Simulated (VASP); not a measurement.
# Mg6HO6 in VASP: notebook, part 2 of 2

VASP 6.6.1. Earlier steps stand in the parts before.

## 3. Single point, PBE

File INCAR:

```
ALGO     = Normal         # electronic algorithm
EDIFF    = 1E-7           # SCF threshold, eV
ENCUT    = 520            # plane-wave cutoff, eV
GGA      = PE             # functional
ISIF     = 2              # what is computed and relaxed
ISMEAR   = 0              # smearing method
LASPH    = True           # aspherical terms in the spheres
LCHARG   = True           # write CHGCAR
LELF     = True           # ELF
LREAL    = Auto         
LVHAR    = True         
LWAVE    = False          # write WAVECAR
NBANDS   = 68             # bands
NELM     = 60             # most SCF steps
PREC     = Accurate       # precision mode
SIGMA    = 0.05           # smearing width, eV
```

File KPOINTS:

```
k-points
0
Gamma
  2 2 1
```

File POSCAR:

```
Mg6HO6
1.0
    5.3245140000      0.0000000000      0.0000000000
    2.6622570000      4.6111640000      0.0000000000
    0.0000000000      0.0000000000     17.4343090000
Mg O H
12 12 2
Direct
    0.0000000000      0.0000000000      0.0573581666
    0.0000000939      0.5000000000      0.0573581666
    0.5000000000      0.0000000000      0.0573581666
    0.5000000939      0.5000000000      0.0573581666
    0.6665817010      0.6695448264      0.2002532478
    0.6668509020      0.1671536731      0.2002339754
    0.1648542717      0.6693253591      0.2001654898
    0.1668011008      0.1678242197      0.2004847453
    0.3305614375      0.3414929506      0.3456071015
    0.3344264296      0.8316472804      0.3461264223
    0.8308468837      0.3401377613      0.3445763179
    0.8315645709      0.8367850287      0.3537767399
    0.3333332033      0.8333334056      0.1196985782
    0.3333332972      0.3333334056      0.1196985782
    0.8333332033      0.8333334056      0.1196985782
    0.8333332972      0.3333334056      0.1196985782
   -0.0007100829      0.5030261340      0.2682510675
   -0.0014486227      0.0022939978      0.2691358172
    0.4992900197      0.5022998531      0.2667803467
    0.5006513467      1.0026800175      0.2694990665
    0.6615768978      0.1778763453      0.4132001446
    0.6619137983      0.6608402998      0.4164525821
    0.1649793267      0.1697883658      0.4090566480
    0.1752226525      0.6634233786      0.4168220260
    0.1896062351      0.1545158663      0.4638309439
    0.6290007115      0.3035912407      0.4567946455
```

Potentials or basis: VASP PAW PBE potentials, release 64 (Mg, O, H).

Launch:

```console
$ cat potpaw_PBE.64/Mg/POTCAR potpaw_PBE.64/O/POTCAR potpaw_PBE.64/H/POTCAR > POTCAR
$ mpirun -np 1 vasp_std > vasp.out
```

Wall time 3.3 min (1 thread of Intel Xeon 6975P-C (Granite Rapids), shared host); peak memory 0.51 GiB.

It converged, with:

```
Free energy            : -126.1298 eV
Largest force          : 2.603 eV/Å
Band gap on the k mesh : zero (bands 49 and 50 overlap by 0.31 eV)
```

Forces on the atoms (eV/Å):
```
Mg   0.009  0.014 -2.546
Mg  -0.002 -0.014 -2.535
Mg  -0.007  0.012 -2.549
Mg   0.003 -0.003 -2.517
Mg  -0.003 -0.001 -0.050
Mg   0.002  0.008 -0.053
Mg   0.005  0.000 -0.050
Mg  -0.001  0.004 -0.047
Mg  -0.006 -0.016 -0.030
Mg   0.003  0.010 -0.041
Mg   0.013 -0.017 -0.016
Mg   0.002  0.019 -0.080
O    0.016  0.070  2.602
O   -0.015 -0.004  2.561
O    0.003  0.044  2.599
O    0.033  0.003  2.559
O   -0.008 -0.016  0.029
O    0.005  0.001  0.026
O    0.004 -0.003  0.041
O   -0.008 -0.002  0.020
O   -0.024 -0.061 -0.090
O    0.013  0.000  0.017
O    0.005  0.020 -0.065
O    0.000 -0.024  0.012
H    0.000 -0.010  0.070
H   -0.042 -0.035  0.132
```

Levels at points of the mesh, in eV from the Fermi level:
| k point | band 45 | band 46 | band 47 | band 48 | band 49 | band 50 | band 51 | band 52 | band 53 | band 54 |
| --- | --- | --- | --- | --- | --- | --- | --- | --- | --- | --- |
| (0.00, 0.00, 0.00) | -1.11 | -1.00 | -0.34 | 0.08 | 0.23 | 2.87 | 2.88 | 2.89 | 4.35 | 4.76 |
| (0.50, 0.00, 0.00) | -1.32 | -1.24 | -0.35 | -0.28 | -0.08 | -0.08 | 2.44 | 2.44 | 6.10 | 6.13 |
| (0.50, 0.50, 0.00) | -1.31 | -1.24 | -0.32 | -0.26 | -0.08 | -0.08 | 2.44 | 2.44 | 6.10 | 6.15 |
| (0.00, 0.50, 0.00) | -1.28 | -1.04 | -0.83 | -0.09 | -0.08 | 0.06 | 2.44 | 2.44 | 6.00 | 6.18 |

Caveat: the k points lie up to 0.68 Å⁻¹ apart.

## 4. Single point, PBE

File INCAR:

```
ALGO     = Normal         # electronic algorithm
EDIFF    = 1E-7           # SCF threshold, eV
ENCUT    = 520            # plane-wave cutoff, eV
GGA      = PE             # functional
ISIF     = 2              # what is computed and relaxed
ISMEAR   = 0              # smearing method
LASPH    = T              # aspherical terms in the spheres
LCHARG   = F              # write CHGCAR
LREAL    = Auto         
LWAVE    = F              # write WAVECAR
NBANDS   = 68             # bands
NELM     = 100            # most SCF steps
PREC     = Accurate       # precision mode
SIGMA    = 0.05           # smearing width, eV
```

KPOINTS is that of step 3.

File POSCAR:

```
Mg6HO6
1.0
    5.3245140000      0.0000000000      0.0000000000
    2.6622570000      4.6111640000      0.0000000000
    0.0000000000      0.0000000000     17.4343090000
Mg O H
12 12 2
Direct
    0.0000000000      0.0000000000      0.0573581666
    0.0000000939      0.5000000000      0.0573581666
    0.5000000000      0.0000000000      0.0573581666
    0.5000000939      0.5000000000      0.0573581666
    0.6669690559      0.6688734124      0.2007564510
    0.6669513191      0.1641574665      0.2007479620
    0.1643112157      0.6678268220      0.2002014534
    0.1682045169      0.1659064826      0.2005776656
    0.3298466019      0.3425657817      0.3460345345
    0.3298289930      0.8275864836      0.3459421305
    0.8358751161      0.3320116136      0.3401417286
    0.8151576892      0.8423970607      0.3640530864
    0.3333332033      0.8333334056      0.1196985782
    0.3333332972      0.3333334056      0.1196985782
    0.8333332033      0.8333334056      0.1196985782
    0.8333332972      0.3333334056      0.1196985782
   -0.0001045588      0.5014417184      0.2682087945
   -0.0001129779     -0.0013400087      0.2681668657
    0.4989007120      0.5005373914      0.2663493575
    0.5013242427      0.9993426822      0.2711706555
    0.6545509479      0.2024358709      0.4181330617
    0.6543955626      0.6431083345      0.4181036369
    0.1659731390      0.1670209518      0.4080883848
    0.1715774515      0.6643413680      0.4183695494
    0.1804727237      0.1583274852      0.4632088946
    0.6474535421      0.4266588653      0.4386013234
```

Launch:

```console
$ cat potpaw_PBE.64/Mg/POTCAR potpaw_PBE.64/O/POTCAR potpaw_PBE.64/H/POTCAR > POTCAR
$ mpirun -np 1 vasp_std > vasp.out
```

Run time: 4.5 min. Hardware: 1 thread of Intel Xeon 6975P-C (Granite Rapids), shared host; peak memory 0.52 GiB.

Results (log left out):

```yaml
Free_energy: -125.7293 eV
Largest_force: 2.512 eV/Å
Band_gap_on_the_k_mesh: zero (bands 49 and 50 overlap by 0.32 eV)
```

Forces on the atoms (eV/Å):
```
Mg   0.006  0.021 -2.452
Mg  -0.015 -0.016 -2.452
Mg  -0.005  0.003 -2.480
Mg   0.015 -0.008 -2.416
Mg   0.003 -0.008 -0.042
Mg   0.008  0.002 -0.042
Mg   0.001 -0.001 -0.031
Mg  -0.005  0.003 -0.034
Mg  -0.014 -0.014 -0.068
Mg   0.005  0.021 -0.067
Mg   0.018 -0.010 -0.021
Mg  -0.005  0.000 -0.046
O    0.050  0.047  2.506
O   -0.017 -0.066  2.507
O   -0.051  0.029  2.511
O    0.016 -0.008  2.449
O    0.004  0.004  0.030
O   -0.003 -0.005  0.032
O   -0.007  0.002  0.048
O   -0.005  0.004  0.034
O   -0.022 -0.024 -0.014
O    0.005  0.022 -0.009
O   -0.009 -0.001 -0.087
O    0.007 -0.004  0.020
H    0.006  0.000  0.088
H    0.015  0.009  0.036
```

Levels at points of the mesh, in eV from the Fermi level:
| k point | band 48 | band 49 | band 50 | band 51 | band 52 | band 53 |
| --- | --- | --- | --- | --- | --- | --- |
| (0.00, 0.00, 0.00) | 0.10 | 0.25 | 2.88 | 2.89 | 2.90 | 4.42 |
| (0.50, 0.00, 0.00) | -0.27 | -0.07 | -0.07 | 2.45 | 2.45 | 6.15 |
| (0.50, 0.50, 0.00) | -0.08 | -0.06 | -0.01 | 2.45 | 2.45 | 6.13 |
| (0.00, 0.50, 0.00) | -0.08 | -0.06 | -0.01 | 2.45 | 2.45 | 6.13 |

Caveat: the k points lie up to 0.68 Å⁻¹ apart.

## 5. Single point, PBE

File INCAR:

```
SYSTEM = Mg6HO6
  PREC = Accurate
  ENCUT = 520
  EDIFF = 1E-6
  ISMEAR = 0
  SIGMA = 0.05
  LREAL = Auto
  LASPH = .True.
  NELM = 100
  ALGO = Normal
  ISIF = 2
  LWAVE = .False.
  LCHARG = .False.
  GGA = PE
  NBANDS = 68
```

File KPOINTS:

```
regular mesh
0
Gamma
  2 2 1
  0 0 0
```

File POSCAR:

```
Mg6HO6
1.0
    5.3245140000      0.0000000000      0.0000000000
    2.6622570000      4.6111640000      0.0000000000
    0.0000000000      0.0000000000     17.4343090000
Mg O H
12 12 2
Direct
    0.0000000000      0.0000000000      0.0573581666
    0.0000000939      0.5000000000      0.0573581666
    0.5000000000      0.0000000000      0.0573581666
    0.5000000939      0.5000000000      0.0573581666
    0.6668659114      0.6660240234      0.2002290426
    0.6665553163      0.1639150115      0.2002424071
    0.1648515708      0.6658288450      0.2001575744
    0.1668193517      0.1654111630      0.2004774609
    0.3344819012      0.3340223857      0.3462436051
    0.3305440361      0.8281002367      0.3455594942
    0.8308699889      0.3290561776      0.3445463769
    0.8315559498      0.8317381468      0.3537937753
    0.3333332033      0.8333334056      0.1196985782
    0.3333332972      0.3333334056      0.1196985782
    0.8333333911      0.8333334056      0.1196985782
    0.8333332972      0.3333334056      0.1196985782
   -0.0013860419      0.4991602988      0.2691579001
   -0.0007045041     -0.0022705764      0.2682072458
    0.4992949237      0.4984557045      0.2667719151
    0.5006527549      0.9967656757      0.2695069819
    0.6621954913      0.1770865231      0.4165020248
    0.6614587543      0.6609983943      0.4131679093
    0.1650949091      0.1652214061      0.4090643914
    0.1750477023      0.6618155416      0.4168620047
    0.1895181384      0.1526978871      0.4638435054
    0.6290899278      0.5683237465      0.4569019627
```

Launch:

```console
$ cat potpaw_PBE.64/Mg/POTCAR potpaw_PBE.64/O/POTCAR potpaw_PBE.64/H/POTCAR > POTCAR
$ mpirun -np 1 vasp_std > vasp.out
```

Run time: 4.8 min. Hardware: 1 thread of Intel Xeon 6975P-C (Granite Rapids), shared host; peak memory 0.5 GiB.

Results (log left out):

- Free energy: -126.1302 eV
- Largest force: 2.602 eV/Å
- Band gap on the k mesh: zero (bands 49 and 50 overlap by 0.31 eV)

Forces on the atoms (eV/Å):
```
Mg   0.011  0.008 -2.535
Mg  -0.008 -0.015 -2.547
Mg  -0.014  0.000 -2.550
Mg   0.004 -0.001 -2.518
Mg  -0.004 -0.005 -0.049
Mg   0.000  0.003 -0.048
Mg   0.003 -0.005 -0.047
Mg  -0.004 -0.001 -0.045
Mg  -0.006 -0.004 -0.039
Mg   0.006  0.004 -0.041
Mg   0.020  0.003  0.000
Mg  -0.006 -0.009 -0.098
O   -0.003  0.015  2.560
O   -0.053 -0.048  2.601
O   -0.037 -0.025  2.598
O    0.014 -0.029  2.558
O    0.001 -0.005  0.029
O    0.007  0.014  0.034
O    0.004 -0.002  0.047
O   -0.002  0.006  0.020
O    0.014  0.004  0.014
O    0.028  0.025 -0.086
O   -0.025 -0.003 -0.071
O    0.028  0.007  0.008
H    0.009  0.011  0.076
H    0.012  0.051  0.126
```

Levels at points of the mesh, in eV from the Fermi level:
| k point | band 45 | band 46 | band 47 | band 48 | band 49 | band 50 | band 51 | band 52 | band 53 | band 54 |
| --- | --- | --- | --- | --- | --- | --- | --- | --- | --- | --- |
| (0.00, 0.00, 0.00) | -1.11 | -1.01 | -0.34 | 0.08 | 0.23 | 2.87 | 2.88 | 2.89 | 4.35 | 4.76 |
| (0.50, 0.00, 0.00) | -1.32 | -1.24 | -0.35 | -0.28 | -0.08 | -0.08 | 2.44 | 2.44 | 6.10 | 6.13 |
| (0.50, 0.50, 0.00) | -1.28 | -1.04 | -0.84 | -0.09 | -0.08 | 0.06 | 2.44 | 2.44 | 6.00 | 6.18 |
| (0.00, 0.50, 0.00) | -1.31 | -1.24 | -0.31 | -0.26 | -0.08 | -0.08 | 2.44 | 2.44 | 6.10 | 6.15 |

Caveat: the k points lie up to 0.68 Å⁻¹ apart.

## 6. Summary

| cell | gap on the mesh (eV) | largest force (eV/Å) |
| --- | --- | --- |
| as given, atomic positions A | none | 2.63 |
| as given, atomic positions B | none | 2.60 |
| as given, atomic positions C | none | 2.51 |
| as given, atomic positions D | none | 2.60 |

Alike in all rows: task single point; level PBE; potentials or basis VASP PAW PBE potentials, release 64 (Mg, O, H); no spin polarisation; k mesh 2 × 2 × 1; cutoff (eV) 520; smearing gaussian 0.05 eV.

Caveats: all runs use coarse meshes.

Total energies depend on the potentials used, so only differences within one code and one set of settings carry meaning.
